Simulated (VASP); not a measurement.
Here is a VASP 6.6.1 calculation.

Contents of INCAR:

```
SYSTEM = PdPt2
PREC = Accurate ; ENCUT = 500
EDIFF = 1E-6 ; ISMEAR = 0
SIGMA = 0.1 ; LREAL = .False.
LASPH = .True. ; NELM = 200
ALGO = Normal ; ISIF = 2
LWAVE = .False. ; LCHARG = .False.
ISPIN = 2 ; MAGMOM = 1 0 0
LORBIT = 11 ; LMAXMIX = 4
GGA = PE ; NBANDS = 26
GGA_COMPAT = .False.
```

KPOINTS

```
regular mesh
0
Gamma
  6 6 6
  0 0 0
```

File POSCAR:

```
PdPt2
1.0
    4.6566805855      0.0000000000      0.0000000000
   -2.3283402927      4.0328036843      0.0000000000
    0.0000000000      0.0000000000      2.6775574574
Pd Pt
1 2
Direct
    0.0000000000      0.0000000000      0.0000000000
    0.3333333333      0.6666666667      0.0000000000
    0.6666666667      0.3333333333      0.0000000000
```

Potentials or basis: VASP PAW PBE potentials, release 64 (Pd, Pt).

Command:

```console
$ cat potpaw_PBE.64/Pd/POTCAR potpaw_PBE.64/Pt/POTCAR > POTCAR
$ mpirun -np 1 vasp_std > vasp.out
```

Q: Estimate the pressure.

A: -0.4 GPa.

Q: Estimate the net moment.

A: 0.00 μB per cell.

Caveat: the k points lie up to 0.39 Å⁻¹ apart, too coarse for converged energies and pressures of a metal.
